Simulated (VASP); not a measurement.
# WAu (Pm-3m) in VASP: notebook

The runs below take WAu through single point, relaxation of cell and atoms, with PBE.

Program: VASP 6.6.1. These are calculated values, not measurements. Logs are shortened: lines on timing, memory, paths and dates and some standing lists are left out, and cuts for length are marked.

### 1 The cell of the first run

It takes space group Pm-3m (No. 221, cubic). The conventional cell has a = 3.232 Å, b = 3.232 Å, c = 3.232 Å, α = 90.00°, β = 90.00°, γ = 90.00°. Within 3.7 Å of W (site symmetry m-3m) lie 8 Au at 2.80 Å and 6 W at 3.23 Å. Within 3.7 Å of Au (site symmetry m-3m) lie 8 W at 2.80 Å and 6 Au at 3.23 Å.

### 2 Single point, PBE

The input, INCAR:

```
SYSTEM = WAu
PREC = Accurate ; ENCUT = 520
EDIFF = 1E-6 ; ISMEAR = 0
SIGMA = 0.1 ; LREAL = .FALSE.
LASPH = .TRUE. ; NELM = 60
ALGO = Normal ; ISIF = 2
LWAVE = .FALSE. ; LCHARG = .TRUE.
GGA = PE ; LELF = .TRUE.
LVHAR = .TRUE. ; NBANDS = 20
```

The input, KPOINTS:

```
regular mesh
0
G
  6 6 6
  0 0 0
```

The input, POSCAR:

```
WAu
1.0
    3.2315366514      0.0000000000      0.0000000000
    0.0000000000      3.2315366514      0.0000000000
    0.0000000000      0.0000000000      3.2315366514
W Au
1 1
Direct
    0.0000000000      0.0000000000      0.0000000000
    0.5000000000      0.5000000000      0.5000000000
```

Potentials or basis: VASP PAW PBE potentials, release 64 (W_sv, Au).

The run is started by

```bash
$ cat potpaw_PBE.64/W_sv/POTCAR potpaw_PBE.64/Au/POTCAR > POTCAR
$ mpirun -np 1 vasp_std > vasp.out
```

OUTCAR:

```text
SYSTEM = WAu
   PREC = Accurate
   ENCUT = 520
   EDIFF = 1E-6
   ISMEAR = 0
   LREAL = .FALSE.
   LASPH = .TRUE.
   NELM = 60
   ISIF = 2
   GGA = PE

 ion  position               nearest neighbor table
   1  0.000  0.000  0.000-   2 2.80   2 2.80   2 2.80   2 2.80   2 2.80   2 2.80   2 2.80   2 2.80

   2  0.500  0.500  0.500-   1 2.80   1 2.80   1 2.80   1 2.80   1 2.80   1 2.80   1 2.80   1 2.80

  LATTYP: Found a simple cubic cell.
 ALAT       =     3.2315366514

  Lattice vectors:

 A1 = (   3.2315366514,   0.0000000000,   0.0000000000)
 A2 = (   0.0000000000,   3.2315366514,   0.0000000000)
 A3 = (   0.0000000000,   0.0000000000,   3.2315366514)

Analysis of symmetry for initial positions (statically):
=====================================================================
 Subroutine PRICEL returns:
 Original cell was already a primitive cell.

 Routine SETGRP: Setting up the symmetry group for a
 simple cubic supercell.

 Subroutine GETGRP returns: Found 48 space group operations
 (whereof 48 operations were pure point group operations)
 out of a pool of 48 trial point group operations.

The static configuration has the point symmetry O_h .

Analysis of symmetry for dynamics (positions and initial velocities):
=====================================================================
 Subroutine PRICEL returns:
 Original cell was already a primitive cell.

 Routine SETGRP: Setting up the symmetry group for a
 simple cubic supercell.

 Subroutine GETGRP returns: Found 48 space group operations
 (whereof 48 operations were pure point group operations)
 out of a pool of 48 trial point group operations.

The dynamic configuration has the point symmetry O_h .

 Subroutine INISYM returns: Found 48 space group operations
 (whereof 48 operations are pure point group operations),
 and found     1 'primitive' translations

----------------------------------------------------------------------------------------

                                     Primitive cell

  volume of cell :      33.7464

  direct lattice vectors                    reciprocal lattice vectors
     3.231536651  0.000000000  0.000000000     0.309450304  0.000000000  0.000000000
     0.000000000  3.231536651  0.000000000     0.000000000  0.309450304  0.000000000
     0.000000000  0.000000000  3.231536651     0.000000000  0.000000000  0.309450304

  length of vectors
     3.231536651  3.231536651  3.231536651     0.309450304  0.309450304  0.309450304

  position of ions in fractional coordinates (direct lattice)
     0.000000000  0.000000000  0.000000000
     0.500000000  0.500000000  0.500000000

  ion indices of the primitive-cell ions
   primitive index   ion index
                 1           1
                 2           2

----------------------------------------------------------------------------------------

 KPOINTS: regular mesh

Automatic generation of k-mesh.
 Grid dimensions read from file:
 generate k-points for:    6    6    6

 Generating k-lattice:

  Cartesian coordinates                     Fractional coordinates (reciprocal lattice)
     0.051575051  0.000000000  0.000000000     0.166666667  0.000000000  0.000000000
     0.000000000  0.051575051  0.000000000     0.000000000  0.166666667  0.000000000
     0.000000000  0.000000000  0.051575051     0.000000000  0.000000000  0.166666667

  Length of vectors
     0.051575051  0.051575051  0.051575051

  Shift w.r.t. Gamma in fractional coordinates (k-lattice)
     0.000000000  0.000000000  0.000000000

 Subroutine IBZKPT returns following result:
 ===========================================

 Found     20 irreducible k-points:

 Following reciprocal coordinates:
            Coordinates               Weight
  0.000000  0.000000  0.000000      1.000000
  0.166667  0.000000  0.000000      6.000000
  0.333333  0.000000  0.000000      6.000000
  0.500000  0.000000  0.000000      3.000000
  0.166667  0.166667  0.000000     12.000000
  0.333333  0.166667  0.000000     24.000000
[... 12 lines left out ...]
  0.500000  0.500000  0.333333      6.000000
  0.500000  0.500000  0.500000      1.000000
   k-points           NKPTS =     20   k-points in BZ     NKDIM =     20   number of bands    NBANDS=     20
   number of dos      NEDOS =    301   number of ions     NIONS =      2
   total plane-waves  NPLWV =  13824
   dimension x,y,z NGX =    24 NGY =   24 NGZ =   24
   dimension x,y,z NGXF=    48 NGYF=   48 NGZF=   48
   ions per type =               1   1
   NGX,Y,Z   is equivalent  to a cutoff of  12.35, 12.35, 12.35 a.u.
   NGXF,Y,Z  is equivalent  to a cutoff of  24.69, 24.69, 24.69 a.u.
 SYSTEM =  WAu
   PREC   = accura    normal or accurate (medium, high low for compatibility)
   ISTART =      0    job   : 0-new  1-cont  2-samecut
   ICHARG =      2    charge: 1-file 2-atom 10-const
   ISPIN  =      1    spin polarized calculation?
   LNONCOLLINEAR =      F non collinear calculations
   LSORBIT =      F    spin-orbit coupling
   LASPH  =      T    aspherical Exc in radial PAW
   ENCUT  =  520.0 eV  38.22 Ry    6.18 a.u.   6.01  6.01  6.01*2*pi/ulx,y,z
   NELM   =     60;   NELMIN=  2; NELMDL= -5     # of ELM steps
   EDIFF  = 0.1E-05   stopping-criterion for ELM
   LREAL  =      F    real-space projection
   EDIFFG = 0.1E-04   stopping-criterion for IOM
   NSW    =      0    number of steps for IOM
   IBRION =     -1    ionic relax: 0-MD 1-quasi-New 2-CG
   NFREE  =      0    steps in history (QN), initial steepest desc. (CG)
   ISIF   =      2    stress and relaxation
   ISYM   =      2    0-nonsym 1-usesym 2-fastsym
   POTIM  = 0.5000    time-step for ionic-motion
   TEBEG  =    0.0;   TEEND  =   0.0 temperature during run
   PSTRESS=    0.0 pullay stress
   NELECT =      25.0000    total number of electrons
   NUPDOWN=      -1.0000    fix difference up-down
   EMIN   =  10.00;   EMAX   =-10.00  energy-range for DOS
   EFERMI =   0.00;   METHOD = LEGACY
   ISMEAR =     0;   SIGMA  =   0.10  broadening in eV -4-tet -1-fermi 0-gaus
   EFERMI_NEDOS =   21; number of points for ismear=-14 and -15
   IALGO  =     38    algorithm
   IMIX   =      4    mixing-type and parameters
     AMIX     =   0.40;   BMIX     =  1.00
     AMIX_MAG =   1.60;   BMIX_MAG =  1.00
  volume/ion in A,a.u.               =      16.87       113.87
  Fermi-wavevector in a.u.,A,eV,Ry     =   1.481309  2.799269 29.854954  2.194277
  Thomas-Fermi vector in A             =   2.595235
   LORBIT       =      0    0 simple, 1 ext, 2 COOP (PROOUT), +10 PAW based schemes
   GGA     = PE    functional components
   LHFCALC =     F    Hartree Fock is set to
   AEXX    =    0.0000 exact exchange contribution
   IVDW    =     0    specifies the selected vdW correction
   LEPSILON=     F    determine dielectric tensor
   LRPA    =     F    only Hartree local field effects (RPA)
 non-spin polarized calculation
 Gauss-broadening in eV      SIGMA  =   0.10
  energy-cutoff  :      520.00
  volume of cell :       33.75
 maximum number of plane-waves:       931
   NGX = 13   NGY = 13   NGZ = 13

 number of electron      24.9999997 magnetization

 Free energy of the ion-electron system (eV)
  ---------------------------------------------------
  ext. energy  EPLUGINS =         0.00000000
  ---------------------------------------------------
  free energy    TOTEN  =       -14.56409837 eV

  energy without entropy =      -14.55335185  energy(sigma->0) =      -14.55872511

 E-fermi :  10.2969     XC(G=0): -13.0749

 val. band max:       10.2407326119   @ k =   0.3333   0.1667   0.0000
 cond. band min:      10.3848468101   @ k =   0.3333   0.3333   0.1667
 fundamental gap:      0.1441141981
 Fermi energy:        10.2968575721

 k-point     1 :       0.0000    0.0000    0.0000
  band No.  band energies     occupation
      1     -64.0719      2.00000
      2     -28.1451      2.00000
      3     -28.1451      2.00000
      4     -28.1451      2.00000
      5       0.4097      2.00000
      6       3.4666      2.00000
[... 12 lines left out ...]
     19      22.3719      0.00000
     20      25.5604      0.00000

 k-point     2 :       0.1667    0.0000    0.0000
  band No.  band energies     occupation
      1     -64.0703      2.00000
      2     -28.1910      2.00000
      3     -28.1424      2.00000
      4     -28.1424      2.00000
      5       0.9663      2.00000
      6       3.6739      2.00000
[... 12 lines left out ...]
     19      24.1160      0.00000
     20      25.2962      0.00000

 k-point     3 :       0.3333    0.0000    0.0000
  band No.  band energies     occupation
      1     -64.0670      2.00000
      2     -28.2818      2.00000
      3     -28.1371      2.00000
      4     -28.1371      2.00000
      5       2.4466      2.00000
      6       4.1845      2.00000
[... 12 lines left out ...]
     19      23.9689      0.00000
     20      24.9928      0.00000

 k-point     4 :       0.5000    0.0000    0.0000
  band No.  band energies     occupation
      1     -64.0653      2.00000
      2     -28.3267      2.00000
      3     -28.1345      2.00000
      4     -28.1345      2.00000
      5       3.7107      2.00000
      6       4.5247      2.00000
[... 12 lines left out ...]
     19      24.9000      0.00000
     20      25.6943      0.00000

 k-point     5 :       0.1667    0.1667    0.0000
  band No.  band energies     occupation
      1     -64.0687      2.00000
      2     -28.1905      2.00000
      3     -28.1841      2.00000
      4     -28.1394      2.00000
      5       1.4655      2.00000
      6       3.8763      2.00000
[... 12 lines left out ...]
     19      25.1554      0.00000
     20      25.6337      0.00000
[... 261 lines left out ...]
      6       4.6014      2.00000
[... 12 lines left out ...]
     19      19.6221      0.00000
     20      22.8276      0.00000

 k-point    18 :       0.5000    0.3333    0.3333
  band No.  band energies     occupation
      1     -64.0564      2.00000
      2     -28.2953      2.00000
      3     -28.2507      2.00000
      4     -28.2485      2.00000
      5       3.9780      2.00000
      6       4.4468      2.00000
[... 12 lines left out ...]
     19      20.4227      0.00000
     20      21.1826      0.00000

 k-point    19 :       0.5000    0.5000    0.3333
  band No.  band energies     occupation
      1     -64.0548      2.00000
      2     -28.2917      2.00000
      3     -28.2917      2.00000
      4     -28.2467      2.00000
      5       4.1161      2.00000
      6       4.4730      2.00000
[... 12 lines left out ...]
     19      21.0435      0.00000
     20      21.4495      0.00000

 k-point    20 :       0.5000    0.5000    0.5000
  band No.  band energies     occupation
      1     -64.0533      2.00000
      2     -28.2891      2.00000
      3     -28.2891      2.00000
      4     -28.2891      2.00000
      5       4.4827      2.00000
      6       4.4827      2.00000
[... 12 lines left out ...]
     19      18.2612      0.00000
     20      20.9573      0.00000

------------------------ aborting loop because EDIFF is reached ----------------------------------------

  FORCE on cell =-STRESS in cart. coord.  units (eV):
  Direction    XX          YY          ZZ          XY          YZ          ZX
  --------------------------------------------------------------------------------------
  -------------------------------------------------------------------------------------
  Total        0.0243732      0.0243732      0.0243732      0.0000000      0.0000000      0.0000000
  in kB        1.1571670      1.1571670      1.1571670      0.0000000      0.0000000      0.0000000
  external PRESSURE =       1.1571670 kB  Pullay stress =       0.0000000 kB

 VOLUME and BASIS-vectors are now :
 -----------------------------------------------------------------------------
  energy-cutoff  :      520.00
  volume of cell :       33.75
      direct lattice vectors                 reciprocal lattice vectors
     3.231536651  0.000000000  0.000000000     0.309450304  0.000000000  0.000000000
     0.000000000  3.231536651  0.000000000     0.000000000  0.309450304  0.000000000
     0.000000000  0.000000000  3.231536651     0.000000000  0.000000000  0.309450304

 POSITION                                       TOTAL-FORCE (eV/Angst)
 -----------------------------------------------------------------------------------
      0.00000      0.00000      0.00000         0.000000      0.000000      0.000000
      1.61577      1.61577      1.61577         0.000000      0.000000      0.000000
 -----------------------------------------------------------------------------------
    total drift:                                0.000000      0.000000     -0.000000

  FREE ENERGIE OF THE ION-ELECTRON SYSTEM (eV)
  ---------------------------------------------------
  free  energy   TOTEN  =       -14.5640983651 eV

  energy  without entropy=      -14.5533518502  energy(sigma->0) =      -14.55872511
```

It took 18 s on 1 thread of Intel Xeon 8259CL, shared host; peak memory 0.15 GiB.

Results:

| Property | Result |
| --- | --- |
| Free energy | -14.5641 eV |
| Pressure | 0.1 GPa |
| Band gap on the k mesh | zero (an odd number of electrons rules out a gap without spin polarisation) |

Levels at points of the mesh, in eV from the Fermi level:
```csv
k point,band 10,band 11,band 12,band 13,band 14,band 15
"(0.00, 0.00, 0.00)",-4.69,-0.47,-0.47,2.40,2.40,2.40
"(0.50, 0.00, 0.00)",-4.21,-2.42,-2.31,-0.64,-0.64,1.38
"(0.50, 0.50, 0.00)",-2.59,-0.36,-0.36,0.14,2.32,2.32
"(0.50, 0.50, 0.50)",-3.35,-3.29,-3.29,2.09,2.97,2.97
```

Caveat: spin-orbit coupling is left out, which moves the levels of the heavy elements.

### 3 Relaxation of cell and atoms, PBE

This run uses another cell than the first one, of 17.68 Å³/atom.

The input, INCAR:

```
SYSTEM = WAu
  PREC = Accurate
  ENCUT = 600
  EDIFF = 1E-7
  ISMEAR = 0
  SIGMA = 0.1
  LREAL = .FALSE.
  LASPH = .TRUE.
  NELM = 60
  ALGO = Normal
  ISIF = 3
  LWAVE = .FALSE.
  LCHARG = .FALSE.
  GGA = PE
  IBRION = 2
  NSW = 90
  EDIFFG = -0.04
```

The input, KPOINTS:

```
Automatic mesh
0
G
  6 6 6
  0 0 0
```

The input, POSCAR:

```
WAu
1.0
    3.2820473976      0.0000000000      0.0000000000
    0.0000000000      3.2820473976      0.0000000000
    0.0000000000      0.0000000000      3.2820473976
W Au
1 1
Direct
    0.0000000000      0.0000000000      0.0000000000
    0.5000000000      0.5000000000      0.5000000000
```

Potentials or basis: VASP PAW PBE potentials, release 64 (W_sv, Au).

The run is started by

```bash
$ cat potpaw_PBE.64/W_sv/POTCAR potpaw_PBE.64/Au/POTCAR > POTCAR
$ mpirun -np 1 vasp_std > vasp.out
```

It took 84 s on 1 thread of Intel Xeon 8259CL, shared host; peak memory 0.17 GiB.

The run converged. Its results:

| Item | Value |
| --- | --- |
| Free energy | -14.5645 eV |
| Relaxed volume | 16.89 Å³/atom |
| Relaxed cell | a = 3.233 Å, b = 3.233 Å, c = 3.233 Å, α = 90.00°, β = 90.00°, γ = 90.00° |
| Space group after relaxing (to 0.1 Å) | Pm-3m (No. 221) |
| Energy gained by relaxing | 24.4 meV/atom |
| Ionic steps | 4 |
| Pressure after relaxing | -0.1 GPa |
| Band gap on the k mesh | zero (an odd number of electrons rules out a gap without spin polarisation) |

Step by step:
```
step  energy change (eV)  largest force (eV/Å)  pressure (GPa)  volume (Å³)
   1              0.0000                0.0000           -9.47        35.35
   2              0.2784                0.0000           33.36        30.27
   3             -0.0487                0.0000           -0.41        33.84
   4             -0.0488                0.0000           -0.07        33.79
```

Final structure:
```
W Au
1.0
     3.23285    0.00000    0.00000
     0.00000    3.23285    0.00000
     0.00000    0.00000    3.23285
W Au
1 1
Direct
  0.00000 0.00000 0.00000
  0.50000 0.50000 0.50000
```

Levels at points of the mesh, in eV from the Fermi level:
```tsv
k point	band 9	band 10	band 11	band 12	band 13	band 14	band 15	band 16
(0.00, 0.00, 0.00)	-4.69	-4.69	-0.47	-0.47	2.40	2.40	2.40	6.69
(0.50, 0.00, 0.00)	-4.88	-4.20	-2.42	-2.31	-0.64	-0.64	1.38	3.10
(0.50, 0.50, 0.00)	-3.34	-2.59	-0.36	-0.36	0.14	2.31	2.31	2.83
(0.50, 0.50, 0.50)	-3.34	-3.34	-3.29	-3.29	2.08	2.96	2.96	6.49
```

Caveat: spin-orbit coupling is left out, which moves the levels of the heavy elements.

### 4 Single point, PBE

The input, INCAR:

```
SYSTEM = WAu
PREC     = Accurate       ! precision mode
ENCUT    = 520            ! plane-wave cutoff, eV
EDIFF    = 1E-6           ! SCF threshold, eV
ISMEAR   = 0              ! smearing method
SIGMA    = 0.1            ! smearing width, eV
LREAL    = .FALSE.        ! projectors in reciprocal space
LASPH    = .TRUE.         ! aspherical terms in the spheres
NELM     = 80             ! most SCF steps
ALGO     = Fast           ! electronic algorithm
ISIF     = 2              ! what is computed and relaxed
LWAVE    = .FALSE.        ! write WAVECAR
LCHARG   = .FALSE.        ! write CHGCAR
GGA      = PE             ! functional
NBANDS   = 20             ! bands
```

The input, KPOINTS:

```
regular mesh
0
G
  18 18 18
  0 0 0
```

The input, POSCAR:

```
WAu
1.0
    3.2318422314      0.0000000000      0.0000000000
    0.0000000000      3.2318422314      0.0000000000
    0.0000000000      0.0000000000      3.2318422314
W Au
1 1
Direct
    0.0000000000      0.0000000000      0.0000000000
    0.5000000000      0.5000000000      0.5000000000
```

The run is started by

```bash
$ cat potpaw_PBE.64/W_sv/POTCAR potpaw_PBE.64/Au/POTCAR > POTCAR
$ mpirun -np 1 vasp_std > vasp.out
```

It took 2.4 min on 1 thread of Intel Xeon 8259CL, shared host; peak memory 0.26 GiB.

It converged, with:

* Free energy: -14.5913 eV
* Pressure: -0.1 GPa
* Band gap on the k mesh: zero (an odd number of electrons rules out a gap without spin polarisation)

Levels at points of the mesh, in eV from the Fermi level:
| k point | band 9 | band 10 | band 11 | band 12 | band 13 | band 14 | band 15 | band 16 |
| --- | --- | --- | --- | --- | --- | --- | --- | --- |
| (0.00, 0.00, 0.00) | -4.62 | -4.62 | -0.40 | -0.40 | 2.46 | 2.46 | 2.46 | 6.77 |
| (0.50, 0.00, 0.00) | -4.80 | -4.13 | -2.34 | -2.24 | -0.58 | -0.58 | 1.44 | 3.17 |
| (0.50, 0.50, 0.00) | -3.26 | -2.51 | -0.28 | -0.28 | 0.21 | 2.38 | 2.38 | 2.90 |
| (0.50, 0.50, 0.50) | -3.28 | -3.28 | -3.21 | -3.21 | 2.16 | 3.03 | 3.03 | 6.56 |

Caveat: spin-orbit coupling is left out, which moves the levels of the heavy elements.

[end of part 1 of 2]

The gap in the log of VASP goes by the Fermi energy; the results here count the filled bands.